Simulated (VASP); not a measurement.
Wanted: the native input for a VASP 6.6.1 run.

```yaml
Task: single point
Functional: PBE
Potentials_or_basis: VASP PAW PBE potentials, release 64 (Zn)
Cutoff: 520 eV
k_mesh: 14 × 14 × 7
Occupations: gaussian, width 0.6 eV
Spin: no spin polarisation
Dipole_correction: no
Further_INCAR_settings: ALGO = Normal; EDIFF = 1e-06; NBANDS = 19
```

The structure of Zn lies in POSCAR:

```
Zn
1.0
    2.6556370042      0.0000000000      0.0000000000
   -1.3278185021      2.2998491089      0.0000000000
    0.0000000000      0.0000000000      4.9624616040
Zn
2
Direct
    0.3333333333      0.6666666667      0.2500000000
    0.6666666667      0.3333333333      0.7500000000
```

One way to write it, as run:

INCAR

```
SYSTEM = Zn
  PREC = Accurate
  ENCUT = 520
  EDIFF = 1E-6
  ISMEAR = 0
  SIGMA = 0.6
  LREAL = .False.
  LASPH = .True.
  NELM = 100
  ALGO = Normal
  ISIF = 2
  LWAVE = .False.
  LCHARG = .True.
  GGA = PE
  LELF = .True.
  LVHAR = .True.
  NBANDS = 19
```

KPOINTS

```
regular mesh
0
Gamma
  14 14 7
  0 0 0
```

Potentials or basis: VASP PAW PBE potentials, release 64 (Zn).

The run is started by

```bash
$ cat potpaw_PBE.64/Zn/POTCAR > POTCAR
$ mpirun -np 1 vasp_std > vasp.out
```

It gave:

- Pressure: 0.8 GPa
- Band gap on the k mesh: zero (band 12 reaches 4.59 eV, above the bottom of band 13 at 0.02 eV)

Wall time 26 s on 1 thread of Intel(R) Xeon(R) Platinum 8488C (Sapphire Rapids), on a shared host, peak memory 0.17 GiB.
